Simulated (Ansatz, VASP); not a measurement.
Hf in VASP and in Ansatz

```
Hf
1.0
     3.20451    0.00000    0.00000
    -1.60225    2.77518    0.00000
     0.00000    0.00000    5.07382
Hf
2
Direct
  0.33333 0.66667 0.25000
  0.66667 0.33333 0.75000
```

Alike in both runs: task single point; functional PBE; k mesh 11 × 11 × 6; occupations methfessel-paxton of order 1, width 0.03 eV; no spin polarisation.

|  | VASP | Ansatz |
| --- | --- | --- |
| version | VASP 6.6.1 | Ansatz 0.2.0 |
| potentials or method | VASP PAW PBE potentials, release 64 (Hf_pv), cutoff 520 eV | plane waves (420 eV) with PAW, scalar-relativistic |
| valence electrons in the cell | 20 | 52 |

|  | VASP | Ansatz | Ansatz less VASP |
| --- | --- | --- | --- |
| pressure (GPa) | -0.3 | 0.2 | +0.45 |
| traceless stress, the component that is largest in VASP (GPa) | -0.01 | 0.06 | +0.073 |

VASP's potentials hold 20 valence electrons a cell and Ansatz's 52, so a difference there can come from the potentials and not from the codes.

Spin-orbit coupling is off throughout.
